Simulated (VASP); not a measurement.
# C11O in VASP: notebook

Runs on C11O. Level: PBE+D3(BJ). Tasks: single point.

All numbers are computed with VASP 6.6.1; they aren't measurements. Logs are shortened: lines on timing, memory, paths and dates and some standing lists are left out, and cuts for length are marked.

### 1 The cell of the first run

The cell holds a slab with vacuum, 12 atoms: a = 3.647 Å, b = 4.269 Å, c = 23.181 Å, α = 90.00°, β = 90.00°, γ = 112.97°.

### 2 Single point, PBE+D3(BJ)

File INCAR:

```
ALGO = Normal
DIPOL = 0.5 0.5 0.322
EDIFF = 1E-6
ENCUT = 520
GGA = PE
IDIPOL = 3
ISIF = 2
ISMEAR = 0
IVDW = 12
LASPH = T
LCHARG = T
LDIPOL = T
LELF = T
LREAL = F
LVACPOTAV = T
LVHAR = T
LWAVE = F
NBANDS = 37
NELM = 80
PREC = Accurate
SIGMA = 0.05
```

File KPOINTS:

```
k-points
0
Gamma
  8 7 1
```

File POSCAR:

```
C11O
1.0
    3.6473242347      0.0000000000      0.0000000000
   -1.6658829406      3.9310150970      0.0000000000
    0.0000000000      0.0000000000     23.1809581692
C O
11 1
Direct
    0.5001799340      0.3333933113      0.1725554212
    0.4998200660      0.6666066887      0.1725554212
    0.5001799340      0.8333933113      0.2257231425
    0.4998200660      0.1666066887      0.2257231425
    0.5000212331      0.3353169669      0.2788716798
    0.4999787669      0.6646830331      0.2788716798
    0.5001286273      0.8366480408      0.3322552327
    0.4998713727      0.1633519592      0.3322552327
    0.4997623703      0.3544335274      0.3809574266
    0.5002376297      0.6455664726      0.3809574266
    0.4997623703      1.1044335274      0.5686114471
    0.4997623703      1.1044335274      0.5190017635
```

Potentials or basis: VASP PAW PBE potentials, release 64 (C, O).

On the command line:

```sh
$ cat potpaw_PBE.64/C/POTCAR potpaw_PBE.64/O/POTCAR > POTCAR
$ mpirun -np 1 vasp_std > vasp.out
```

OUTCAR:

```text
EDIFF = 1E-6
   ENCUT = 520
   GGA = PE
   ISIF = 2
   ISMEAR = 0
   IVDW = 12
   LASPH = T
   LREAL = F
   NELM = 80
   PREC = Accurate
 IVDW          = 12

 ion  position               nearest neighbor table
   1  0.500  0.333  0.173-   4 1.42   2 1.42
   2  0.500  0.667  0.173-   3 1.42   1 1.42
   3  0.500  0.833  0.226-   2 1.42   4 1.42   6 1.43
   4  0.500  0.167  0.226-   1 1.42   3 1.42   5 1.43
   5  0.500  0.335  0.279-   6 1.41   4 1.43   8 1.44
   6  0.500  0.665  0.279-   5 1.41   3 1.43   7 1.44
   7  0.500  0.837  0.332-  10 1.39   8 1.40   6 1.44
   8  0.500  0.163  0.332-   9 1.39   7 1.40   5 1.44
   9  0.500  0.354  0.381-  10 1.24   8 1.39
  10  0.500  0.646  0.381-   9 1.24   7 1.39
  11  0.500  0.104  0.569-  12 1.15
  12  0.500  0.104  0.519-  11 1.15

  LATTYP: Found a simple monoclinic cell.
 ALAT       =     3.6473242347
 B/A-ratio  =     6.3556066523
 C/A-ratio  =     1.1705653965
 COS(beta)  =    -0.3901884655

  Lattice vectors:

 A1 = (   3.6473242347,   0.0000000000,   0.0000000000)
 A2 = (   0.0000000000,   0.0000000000, -23.1809581692)
 A3 = (  -1.6658829406,   3.9310150970,   0.0000000000)

Analysis of symmetry for initial positions (statically):
=====================================================================
 Subroutine PRICEL returns:
 Original cell was already a primitive cell.

 Routine SETGRP: Setting up the symmetry group for a
 simple monoclinic supercell.

 Subroutine GETGRP returns: Found  1 space group operations
 (whereof  1 operations were pure point group operations)
 out of a pool of  4 trial point group operations.

The static configuration has the point symmetry C_1 .

Analysis of symmetry for dynamics (positions and initial velocities):
=====================================================================
 Subroutine PRICEL returns:
 Original cell was already a primitive cell.

 Routine SETGRP: Setting up the symmetry group for a
 simple monoclinic supercell.

 Subroutine GETGRP returns: Found  1 space group operations
 (whereof  1 operations were pure point group operations)
 out of a pool of  4 trial point group operations.

The dynamic configuration has the point symmetry C_1 .

 Subroutine INISYM returns: Found  1 space group operations
 (whereof  1 operations are pure point group operations),
 and found     1 'primitive' translations

----------------------------------------------------------------------------------------

                                     Primitive cell

  volume of cell :     332.3613

  direct lattice vectors                    reciprocal lattice vectors
     3.647324235  0.000000000  0.000000000     0.274173596  0.116189102  0.000000000
    -1.665882941  3.931015097  0.000000000     0.000000000  0.254387219  0.000000000
     0.000000000  0.000000000 23.180958169     0.000000000  0.000000000  0.043138855

  length of vectors
     3.647324235  4.269431539 23.180958169     0.297776876  0.254387219  0.043138855

  position of ions in fractional coordinates (direct lattice)
     0.500179934  0.333393311  0.172555421
     0.499820066  0.666606689  0.172555421
     0.500179934  0.833393311  0.225723143
     0.499820066  0.166606689  0.225723143
     0.500021233  0.335316967  0.278871680
     0.499978767  0.664683033  0.278871680
     0.500128627  0.836648041  0.332255233
     0.499871373  0.163351959  0.332255233
     0.499762370  0.354433527  0.380957427
     0.500237630  0.645566473  0.380957427
     0.499762370  0.104433527  0.568611447
     0.499762370  0.104433527  0.519001764

  ion indices of the primitive-cell ions
   primitive index   ion index
                 1           1
                 2           2
                 3           3
                 4           4
                 5           5
                 6           6
                 7           7
                 8           8
                 9           9
                10          10
                11          11
                12          12

----------------------------------------------------------------------------------------

 KPOINTS: k-points

Automatic generation of k-mesh.
 Grid dimensions read from file:
 generate k-points for:    8    7    1

 Generating k-lattice:

  Cartesian coordinates                     Fractional coordinates (reciprocal lattice)
     0.034271699  0.014523638  0.000000000     0.125000000 -0.000000000  0.000000000
     0.000000000  0.036341031  0.000000000     0.000000000  0.142857143  0.000000000
     0.000000000  0.000000000  0.043138855     0.000000000  0.000000000  1.000000000

  Length of vectors
     0.037222110  0.036341031  0.043138855

  Shift w.r.t. Gamma in fractional coordinates (k-lattice)
     0.000000000  0.000000000  0.000000000

 Subroutine IBZKPT returns following result:
 ===========================================

 Found     29 irreducible k-points:

 Following reciprocal coordinates:
            Coordinates               Weight
  0.000000  0.000000  0.000000      1.000000
  0.125000  0.000000  0.000000      2.000000
  0.250000  0.000000  0.000000      2.000000
  0.375000  0.000000  0.000000      2.000000
  0.500000  0.000000  0.000000      1.000000
  0.000000  0.142857  0.000000      2.000000
[... 16 lines left out ...]
  0.125000  0.428571  0.000000      2.000000
  0.250000  0.428571  0.000000      2.000000
 [... further k-points ...]
   k-points           NKPTS =     29   k-points in BZ     NKDIM =     29   number of bands    NBANDS=     37
   number of dos      NEDOS =    301   number of ions     NIONS =     12
   total plane-waves  NPLWV = 161280
   dimension x,y,z NGX =    28 NGY =   32 NGZ =  180
   dimension x,y,z NGXF=    56 NGYF=   64 NGZF=  360
   ions per type =              11   1
   NGX,Y,Z   is equivalent  to a cutoff of  12.76, 12.46, 12.91 a.u.
   NGXF,Y,Z  is equivalent  to a cutoff of  25.52, 24.92, 25.82 a.u.
 SYSTEM =  unknown system
   PREC   = accura    normal or accurate (medium, high low for compatibility)
   ISTART =      0    job   : 0-new  1-cont  2-samecut
   ICHARG =      2    charge: 1-file 2-atom 10-const
   ISPIN  =      1    spin polarized calculation?
   LNONCOLLINEAR =      F non collinear calculations
   LSORBIT =      F    spin-orbit coupling
   LASPH  =      T    aspherical Exc in radial PAW
   ENCUT  =  520.0 eV  38.22 Ry    6.18 a.u.   6.78  7.94 43.10*2*pi/ulx,y,z
   NELM   =     80;   NELMIN=  2; NELMDL= -5     # of ELM steps
   EDIFF  = 0.1E-05   stopping-criterion for ELM
   LREAL  =      F    real-space projection
   EDIFFG = 0.1E-04   stopping-criterion for IOM
   NSW    =      0    number of steps for IOM
   IBRION =     -1    ionic relax: 0-MD 1-quasi-New 2-CG
   NFREE  =      0    steps in history (QN), initial steepest desc. (CG)
   ISIF   =      2    stress and relaxation
   ISYM   =      2    0-nonsym 1-usesym 2-fastsym
   POTIM  = 0.5000    time-step for ionic-motion
   TEBEG  =    0.0;   TEEND  =   0.0 temperature during run
   PSTRESS=    0.0 pullay stress
   NELECT =      50.0000    total number of electrons
   NUPDOWN=      -1.0000    fix difference up-down
   EMIN   =  10.00;   EMAX   =-10.00  energy-range for DOS
   EFERMI =   0.00;   METHOD = LEGACY
   ISMEAR =     0;   SIGMA  =   0.05  broadening in eV -4-tet -1-fermi 0-gaus
   EFERMI_NEDOS =   21; number of points for ismear=-14 and -15
   IALGO  =     38    algorithm
   IMIX   =      4    mixing-type and parameters
     AMIX     =   0.40;   BMIX     =  1.00
     AMIX_MAG =   1.60;   BMIX_MAG =  1.00
  volume/ion in A,a.u.               =      27.70       186.91
  Fermi-wavevector in a.u.,A,eV,Ry     =   0.870686  1.645357 10.314486  0.758093
  Thomas-Fermi vector in A             =   1.989686
   LORBIT       =      0    0 simple, 1 ext, 2 COOP (PROOUT), +10 PAW based schemes
   GGA     = PE    functional components
   LHFCALC =     F    Hartree Fock is set to
   AEXX    =    0.0000 exact exchange contribution
   IVDW    =    12    specifies the selected vdW correction
   LEPSILON=     F    determine dielectric tensor
   LRPA    =     F    only Hartree local field effects (RPA)
 non-spin polarized calculation
 Gauss-broadening in eV      SIGMA  =   0.05
  energy-cutoff  :      520.00
  volume of cell :      332.36
 maximum number of plane-waves:      8992
   NGX = 13   NGY = 15   NGZ = 87

 dipolmoment           0.000000      0.000000      0.011998 electrons x Angstroem

 number of electron      50.0000002 magnetization

 dipolmoment           0.000000      0.000000     -0.057474 electrons x Angstroem

 Free energy of the ion-electron system (eV)
  ---------------------------------------------------
  ext. energy  EPLUGINS =         0.00000000
  ---------------------------------------------------
  free energy    TOTEN  =       -97.29726910 eV

  energy without entropy =      -97.29415656  energy(sigma->0) =      -97.29571283

 E-fermi :  -2.8365     XC(G=0):  -4.4381

 val. band max:       -2.8369317675   @ k =  -0.1250   0.4286   0.0000
 cond. band min:      -2.7728636956   @ k =  -0.2500   0.4286   0.0000
 fundamental gap:      0.0640680719
 Fermi energy:        -2.8364958620

 k-point     1 :       0.0000    0.0000    0.0000
  band No.  band energies     occupation
      1     -26.7756      2.00000
      2     -21.5571      2.00000
      3     -19.7097      2.00000
      4     -17.0006      2.00000
      5     -16.1381      2.00000
      6     -15.5356      2.00000
[... 29 lines left out ...]
     36       3.3186      0.00000
     37       4.2347      0.00000
[... 918 lines left out ...]
     36       5.2662      0.00000
     37       5.4360      0.00000

 [... further k-points ...]

------------------------ aborting loop because EDIFF is reached ----------------------------------------

 Edisp (eV)   -1.27382

 E8    (eV) :    -0.3726

  FORCE on cell =-STRESS in cart. coord.  units (eV):
  Direction    XX          YY          ZZ          XY          YZ          ZX
  --------------------------------------------------------------------------------------
  -------------------------------------------------------------------------------------
  Total       0.05675    -1.49337    -3.52983     0.58895    -0.02491     0.01041
  in kB       0.27359    -7.19891   -17.01587     2.83909    -0.12010     0.05018
  external pressure =       -7.98 kB  Pullay stress =        0.00 kB

 VOLUME and BASIS-vectors are now :
 -----------------------------------------------------------------------------
  energy-cutoff  :      520.00
  volume of cell :      332.36
      direct lattice vectors                 reciprocal lattice vectors
     3.647324235  0.000000000  0.000000000     0.274173596  0.116189102  0.000000000
    -1.665882941  3.931015097  0.000000000     0.000000000  0.254387219  0.000000000
     0.000000000  0.000000000 23.180958169     0.000000000  0.000000000  0.043138855

 POSITION                                       TOTAL-FORCE (eV/Angst)
 -----------------------------------------------------------------------------------
      1.26892      1.31057      4.00000        -2.626353      6.143219      1.135609
      0.71252      2.62044      4.00000         2.626435     -6.143205      1.135504
      0.43598      3.27608      5.23248        -0.160770      0.382217     -1.175388
      1.54546      0.65493      5.23248         0.161504     -0.383894     -1.175246
      1.26514      1.31814      6.46451         0.006184     -0.004745      0.002303
      0.71630      2.61288      6.46451        -0.008409      0.010076      0.000540
      0.43037      3.28888      7.70199        -0.006937      0.015004      0.006803
      1.55107      0.64214      7.70199         0.012826     -0.028330      0.021702
      1.23235      1.39328      8.83096         0.014954     -0.035541      0.002911
      0.74909      2.53773      8.83096        -0.023921      0.056586      0.052404
      1.64882      0.41053     13.18096        -0.000781      0.001963     -0.725168
      1.64882      0.41053     12.03096         0.005270     -0.013350      0.718025
 -----------------------------------------------------------------------------------
    total drift:                               -0.000294     -0.000189      0.001485

  FREE ENERGIE OF THE ION-ELECTRON SYSTEM (eV)
  ---------------------------------------------------
  free  energy   TOTEN  =       -98.5710890707 eV

  energy  without entropy=      -98.5679765309  energy(sigma->0) =      -98.56953280

 vacuum level on the upper side and lower side of the slab         2.974         3.701
```

Wall time 6.9 min (1 thread of Intel Xeon Platinum 8488C (Sapphire Rapids), shared host); peak memory 0.54 GiB.

What came out:

```yaml
Free_energy: -98.5711 eV
Largest_force: 6.777 eV/Å
Band_gap_on_the_k_mesh: zero (bands 25 and 26 overlap by 0.73 eV)
Dispersion_energy_per_atom: -0.106 eV
```

Forces on the atoms (eV/Å):
```
C   -2.626  6.143  1.136
C    2.626 -6.143  1.136
C   -0.161  0.382 -1.175
C    0.162 -0.384 -1.175
C    0.006 -0.005  0.002
C   -0.008  0.010  0.001
C   -0.007  0.015  0.007
C    0.013 -0.028  0.022
C    0.015 -0.036  0.003
C   -0.024  0.057  0.052
C   -0.001  0.002 -0.725
O    0.005 -0.013  0.718
```

Levels at points of the mesh, in eV from the Fermi level:
```tsv
k point	band 21	band 22	band 23	band 24	band 25	band 26	band 27	band 28	band 29	band 30
(0.00, 0.00, 0.00)	-2.04	-1.46	-1.38	-1.33	0.62	0.68	1.27	1.75	2.24	3.37
(0.50, 0.00, 0.00)	-2.74	-1.74	-1.07	-0.76	0.08	1.12	1.29	1.93	2.09	2.45
```

(Part 1 of 2 ends here.)

The gap in the log of VASP goes by the Fermi energy; the results here count the filled bands.